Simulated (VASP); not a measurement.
# SiNi (rocksalt type) (Fm-3m) in VASP: a series of runs, part 2 of 2

VASP 6.6.1. The steps go on from the part before.

## 3. Single point, PBE

This run uses another cell than the first one, of 13.31 Å³/atom.

Contents of INCAR:

```
SYSTEM = SiNi
ALGO = Normal
EDIFF = 1E-6
ENCUT = 520
GGA = PE
ISIF = 2
ISMEAR = -1
LASPH = .True.
LCHARG = .False.
LREAL = .False.
LWAVE = .False.
NBANDS = 14
NELM = 80
PREC = Accurate
SIGMA = 0.08
```

Contents of KPOINTS:

```
k-points
0
Gamma
  15 15 15
  0 0 0
```

Contents of POSCAR:

```
SiNi
1.0
    0.0000000000      2.3700808760      2.3700808760
    2.3700808760      0.0000000000      2.3700808760
    2.3700808760      2.3700808760      0.0000000000
Ni Si
1 1
Direct
    0.0000000000      0.0000000000      0.0000000000
    0.5000000000      0.5000000000      0.5000000000
```

Potentials or basis: VASP PAW PBE potentials, release 64 (Ni, Si).

The run is started by

```bash
$ cat potpaw_PBE.64/Ni/POTCAR potpaw_PBE.64/Si/POTCAR > POTCAR
$ mpirun -np 1 vasp_std > vasp.out
```

OUTCAR:

```text
SYSTEM = SiNi
   EDIFF = 1E-6
   ENCUT = 520
   GGA = PE
   ISIF = 2
   ISMEAR = -1
   LASPH = .True.
   LREAL = .False.
   NELM = 80
   PREC = Accurate

 ion  position               nearest neighbor table
   1  0.000  0.000  0.000-   2 2.37   2 2.37   2 2.37   2 2.37   2 2.37   2 2.37
   2  0.500  0.500  0.500-   1 2.37   1 2.37   1 2.37   1 2.37   1 2.37   1 2.37

  LATTYP: Found a face centered cubic cell.
 ALAT       =     4.7401617520

  Lattice vectors:

 A1 = (   0.0000000000,   2.3700808760,   2.3700808760)
 A2 = (   2.3700808760,   0.0000000000,   2.3700808760)
 A3 = (   2.3700808760,   2.3700808760,   0.0000000000)

Analysis of symmetry for initial positions (statically):
=====================================================================
 Subroutine PRICEL returns:
 Original cell was already a primitive cell.

 Routine SETGRP: Setting up the symmetry group for a
 face centered cubic supercell.

 Subroutine GETGRP returns: Found 48 space group operations
 (whereof 48 operations were pure point group operations)
 out of a pool of 48 trial point group operations.

The static configuration has the point symmetry O_h .

Analysis of symmetry for dynamics (positions and initial velocities):
=====================================================================
 Subroutine PRICEL returns:
 Original cell was already a primitive cell.

 Routine SETGRP: Setting up the symmetry group for a
 face centered cubic supercell.

 Subroutine GETGRP returns: Found 48 space group operations
 (whereof 48 operations were pure point group operations)
 out of a pool of 48 trial point group operations.

The dynamic configuration has the point symmetry O_h .

 Subroutine INISYM returns: Found 48 space group operations
 (whereof 48 operations are pure point group operations),
 and found     1 'primitive' translations

----------------------------------------------------------------------------------------

                                     Primitive cell

  volume of cell :      26.6268

  direct lattice vectors                    reciprocal lattice vectors
     0.000000000  2.370080876  2.370080876    -0.210963265  0.210963265  0.210963265
     2.370080876  0.000000000  2.370080876     0.210963265 -0.210963265  0.210963265
     2.370080876  2.370080876  0.000000000     0.210963265  0.210963265 -0.210963265

  length of vectors
     3.351800519  3.351800519  3.351800519     0.365399094  0.365399094  0.365399094

  position of ions in fractional coordinates (direct lattice)
     0.000000000  0.000000000  0.000000000
     0.500000000  0.500000000  0.500000000

  ion indices of the primitive-cell ions
   primitive index   ion index
                 1           1
                 2           2

----------------------------------------------------------------------------------------

 KPOINTS: k-points

Automatic generation of k-mesh.
 Grid dimensions read from file:
 generate k-points for:   15   15   15

 Generating k-lattice:

  Cartesian coordinates                     Fractional coordinates (reciprocal lattice)
    -0.014064218  0.014064218  0.014064218     0.066666667  0.000000000  0.000000000
     0.014064218 -0.014064218  0.014064218     0.000000000  0.066666667  0.000000000
     0.014064218  0.014064218 -0.014064218     0.000000000  0.000000000  0.066666667

  Length of vectors
     0.024359940  0.024359940  0.024359940

  Shift w.r.t. Gamma in fractional coordinates (k-lattice)
     0.000000000  0.000000000  0.000000000

 Subroutine IBZKPT returns following result:
 ===========================================

 Found    120 irreducible k-points:

 Following reciprocal coordinates:
            Coordinates               Weight
  0.000000  0.000000  0.000000      1.000000
  0.066667  0.000000  0.000000      8.000000
  0.133333  0.000000  0.000000      8.000000
  0.200000  0.000000  0.000000      8.000000
  0.266667  0.000000  0.000000      8.000000
  0.333333  0.000000  0.000000      8.000000
[... 16 lines left out ...]
  0.133333  0.133333  0.000000      6.000000
  0.200000  0.133333  0.000000     24.000000
 [... further k-points ...]
   k-points           NKPTS =    120   k-points in BZ     NKDIM =    120   number of bands    NBANDS=     14
   number of dos      NEDOS =    301   number of ions     NIONS =      2
   total plane-waves  NPLWV =  21952
   dimension x,y,z NGX =    28 NGY =   28 NGZ =   28
   dimension x,y,z NGXF=    56 NGYF=   56 NGZF=   56
   ions per type =               1   1
   NGX,Y,Z   is equivalent  to a cutoff of  13.89, 13.89, 13.89 a.u.
   NGXF,Y,Z  is equivalent  to a cutoff of  27.78, 27.78, 27.78 a.u.
 SYSTEM =  SiNi
   PREC   = accura    normal or accurate (medium, high low for compatibility)
   ISTART =      0    job   : 0-new  1-cont  2-samecut
   ICHARG =      2    charge: 1-file 2-atom 10-const
   ISPIN  =      1    spin polarized calculation?
   LNONCOLLINEAR =      F non collinear calculations
   LSORBIT =      F    spin-orbit coupling
   LASPH  =      T    aspherical Exc in radial PAW
   ENCUT  =  520.0 eV  38.22 Ry    6.18 a.u.   6.23  6.23  6.23*2*pi/ulx,y,z
   NELM   =     80;   NELMIN=  2; NELMDL= -5     # of ELM steps
   EDIFF  = 0.1E-05   stopping-criterion for ELM
   LREAL  =      F    real-space projection
   EDIFFG = 0.1E-04   stopping-criterion for IOM
   NSW    =      0    number of steps for IOM
   IBRION =     -1    ionic relax: 0-MD 1-quasi-New 2-CG
   NFREE  =      0    steps in history (QN), initial steepest desc. (CG)
   ISIF   =      2    stress and relaxation
   ISYM   =      2    0-nonsym 1-usesym 2-fastsym
   POTIM  = 0.5000    time-step for ionic-motion
   TEBEG  =    0.0;   TEEND  =   0.0 temperature during run
   PSTRESS=    0.0 pullay stress
   NELECT =      14.0000    total number of electrons
   NUPDOWN=      -1.0000    fix difference up-down
   EMIN   =  10.00;   EMAX   =-10.00  energy-range for DOS
   EFERMI =   0.00;   METHOD = LEGACY
   ISMEAR =    -1;   SIGMA  =   0.08  broadening in eV -4-tet -1-fermi 0-gaus
   EFERMI_NEDOS =   21; number of points for ismear=-14 and -15
   IALGO  =     38    algorithm
   IMIX   =      4    mixing-type and parameters
     AMIX     =   0.40;   BMIX     =  1.00
     AMIX_MAG =   1.60;   BMIX_MAG =  1.00
  volume/ion in A,a.u.               =      13.31        89.84
  Fermi-wavevector in a.u.,A,eV,Ry     =   1.321329  2.496950 23.754557  1.745911
  Thomas-Fermi vector in A             =   2.451091
   LORBIT       =      0    0 simple, 1 ext, 2 COOP (PROOUT), +10 PAW based schemes
   GGA     = PE    functional components
   LHFCALC =     F    Hartree Fock is set to
   AEXX    =    0.0000 exact exchange contribution
   IVDW    =     0    specifies the selected vdW correction
   LEPSILON=     F    determine dielectric tensor
   LRPA    =     F    only Hartree local field effects (RPA)
 non-spin polarized calculation
  energy-cutoff  :      520.00
  volume of cell :       26.63
 maximum number of plane-waves:       745
 NGX is ok and might be reduce to    28
   NGX = 13   NGY = 13   NGZ = 13

 number of electron      14.0000003 magnetization

 Free energy of the ion-electron system (eV)
  ---------------------------------------------------
  ext. energy  EPLUGINS =         0.00000000
  ---------------------------------------------------
  free energy    TOTEN  =       -10.87986975 eV

  energy without entropy =      -10.85494434  energy(sigma->0) =      -10.86740705

 E-fermi :   8.9890     XC(G=0): -11.7423

 val. band max:        8.9863813251   @ k =  -0.3333   0.2667   0.0000
 cond. band min:       8.9901223158   @ k =  -0.2667   0.3333   0.1333
 fundamental gap:      0.0037409907
 Fermi energy:         8.9889779171

 k-point     1 :       0.0000    0.0000    0.0000
  band No.  band energies     occupation
      1      -2.9845      2.00000
      2       6.5460      2.00000
      3       6.5460      2.00000
      4       6.5460      2.00000
      5       6.5630      2.00000
      6       6.5630      2.00000
      7      13.0166      0.00000
      8      13.0166      0.00000
      9      13.0166      0.00000
     10      19.0775      0.00000
     11      19.0775      0.00000
     12      19.0775      0.00000
     13      20.9465      0.00000
     14      21.3375      0.00000
[... 375 lines left out ...]
 k-point    24 :       0.2000    0.1333    0.0000
  band No.  band energies     occupation
      1      -2.2152      2.00000
      2       5.9946      2.00000
      3       6.2762      2.00000
      4       6.4968      2.00000
      5       6.6526      2.00000
      6       6.7464      2.00000
      7      11.2481      0.00000
      8      11.9929      0.00000
      9      13.0377      0.00000
     10      17.1323      0.00000
     11      17.2843      0.00000
     12      20.0281      0.00000
     13      20.1721      0.00000
     14      23.2861      0.00000

 [... further k-points ...]
[... 5 lines left out ...]
  --------------------------------------------------------------------------------------
  -------------------------------------------------------------------------------------
  Total        0.0066292      0.0066292      0.0066292      0.0000000     -0.0000000     -0.0000000
  in kB        0.3988881      0.3988881      0.3988881      0.0000000     -0.0000000     -0.0000000
  external PRESSURE =       0.3988881 kB  Pullay stress =       0.0000000 kB

 VOLUME and BASIS-vectors are now :
 -----------------------------------------------------------------------------
  energy-cutoff  :      520.00
  volume of cell :       26.63
      direct lattice vectors                 reciprocal lattice vectors
     0.000000000  2.370080876  2.370080876    -0.210963265  0.210963265  0.210963265
     2.370080876  0.000000000  2.370080876     0.210963265 -0.210963265  0.210963265
     2.370080876  2.370080876  0.000000000     0.210963265  0.210963265 -0.210963265

 POSITION                                       TOTAL-FORCE (eV/Angst)
 -----------------------------------------------------------------------------------
      0.00000      0.00000      0.00000         0.000000     -0.000000     -0.000000
      2.37008      2.37008      2.37008        -0.000000      0.000000      0.000000
 -----------------------------------------------------------------------------------
    total drift:                               -0.000000      0.000000      0.000000

  FREE ENERGIE OF THE ION-ELECTRON SYSTEM (eV)
  ---------------------------------------------------
  free  energy   TOTEN  =       -10.8798697544 eV

  energy  without entropy=      -10.8549443418  energy(sigma->0) =      -10.86740705
```

OSZICAR:

```text
N       E                     dE             d eps       ncg     rms          rms(c)
DAV:   1     0.474453056764E+02    0.47445E+02   -0.62262E+03  3440   0.111E+03
DAV:   2    -0.101534252915E+02   -0.57599E+02   -0.52362E+02  3594   0.193E+02
DAV:   3    -0.123132375497E+02   -0.21598E+01   -0.21259E+01  4200   0.414E+01
DAV:   4    -0.123403938464E+02   -0.27156E-01   -0.27144E-01  3896   0.426E+00
DAV:   5    -0.123410283701E+02   -0.63452E-03   -0.63451E-03  4266   0.704E-01    0.128E+01
DAV:   6    -0.154707507091E+02   -0.31297E+01   -0.44873E+01  3600   0.111E+02    0.193E+01
DAV:   7    -0.109236912077E+02    0.45471E+01   -0.13166E+01  3888   0.687E+01    0.218E+00
DAV:   8    -0.108889411580E+02    0.34750E-01   -0.62874E-01  4330   0.971E+00    0.138E+00
DAV:   9    -0.108804003153E+02    0.85408E-02   -0.75097E-02  4232   0.373E+00    0.303E-01
DAV:  10    -0.108798509775E+02    0.54934E-03   -0.42433E-03  4340   0.103E+00    0.155E-01
DAV:  11    -0.108798837216E+02   -0.32744E-04   -0.35230E-04  4918   0.217E-01    0.326E-02
DAV:  12    -0.108798735153E+02    0.10206E-04   -0.17054E-05  4958   0.519E-02    0.136E-02
DAV:  13    -0.108798698230E+02    0.36924E-05   -0.73941E-06  2988   0.354E-02    0.228E-03
DAV:  14    -0.108798697544E+02    0.68598E-07   -0.62527E-07  1980   0.583E-03
   1 F= -.10879870E+02 E0= -.10867407E+02  d E =-.249254E-01
```

It took 32 s on 1 thread of AMD EPYC 9R45 (Zen 5), shared host; peak memory 0.15 GiB.

Results:

| Quantity | Value |
| --- | --- |
| Free energy | -10.8799 eV |
| Pressure | 0.0 GPa |
| Band gap on the k mesh | zero (bands 7 and 8 overlap by 4.82 eV) |

Spin polarisation is off, so any magnetic state and its effect on volume and gap are missing.

The gap in the log of VASP goes by the Fermi energy; the results here count the filled bands.